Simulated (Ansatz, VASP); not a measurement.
One calculation of TaRu, two programs

```
Ta Ru
1.0
     3.06914    0.00000    0.00000
     0.00000    3.06914    0.00000
     0.00000    0.00000    3.06914
Ta Ru
1 1
Direct
  0.50000 0.50000 0.50000
  0.00000 0.00000 0.00000
```

Change from the starting cell: volume scaled by 0.9, PAW files.

Alike in both runs: task electric field gradients; functional LDA; k mesh 11 × 11 × 11; occupations fermi-dirac, width 0.05 eV; no spin polarisation.

```csv
,VASP,Ansatz
version,VASP 6.6.1,Ansatz 0.2.0
potentials or method,"VASP PAW LDA potentials, release 64 (Ta_sv_GW, Ru_sv)","PAW with Ansatz's default frozen-core files, scalar-relativistic"
plane-wave cutoff (eV),520,420
valence electrons in the cell,29,29
```

Ansatz gave:

- pressure (GPa): 15.1

What did VASP give for the same quantities?

Pressure (GPa): 15.2.

LDA's correlation is that of Perdew and Zunger in VASP and of Perdew and Wang (1992) in Ansatz.

Spin-orbit coupling is off throughout.
